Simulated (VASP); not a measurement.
# CaO: G0W0 quasiparticle levels with PBE

The system is CaO.

```
Ca O
1.0
     2.90321    0.00000    0.00000
     0.00000    2.90321    0.00000
     0.00000    0.00000    2.90321
Ca O
1 1
Cartesian
  0.0000 0.0000 0.0000
  1.4516 1.4516 1.4516
```

```yaml
Program: VASP 6.6.1
Task: G0W0 quasiparticle levels
Functional: PBE
Potentials_or_basis: VASP PAW PBE potentials, release 64 (Ca_sv_GW, O_GW)
Cutoff: 500 eV
k_mesh: 4 × 4 × 4
Occupations: gaussian, width 0.01 eV
Spin: no spin polarisation
Dipole_correction: no
GW_scheme: G0W0
GW_iterations: 1
Cutoff_of_the_response_function: 140
Frequency_points: 96
Empty_bands: 92
Further_INCAR_settings: ALGO = EVGW0; EDIFF = 1e-08; NBANDS = 100
```

```json
{"Quasiparticle gap": "4.97 eV", "Least direct quasiparticle gap": "5.34 eV", "Band gap of the starting levels on the mesh": "2.75 eV", "Least direct gap of the starting levels on the mesh": "3.06 eV"}
```

Wall time 72 s on 1 thread of Intel(R) Xeon(R) Platinum 8259CL CPU @ 2.50GHz (Skylake/Cascade Lake) (shared host), peak memory 0.24 GiB.

Caveat: the k points lie up to 0.54 Å⁻¹ apart; bands, screening cutoff and mesh are small and nothing is extrapolated, so the quasiparticle values aren't converged; the structure was generated, so it needn't be the stable form of CaO.
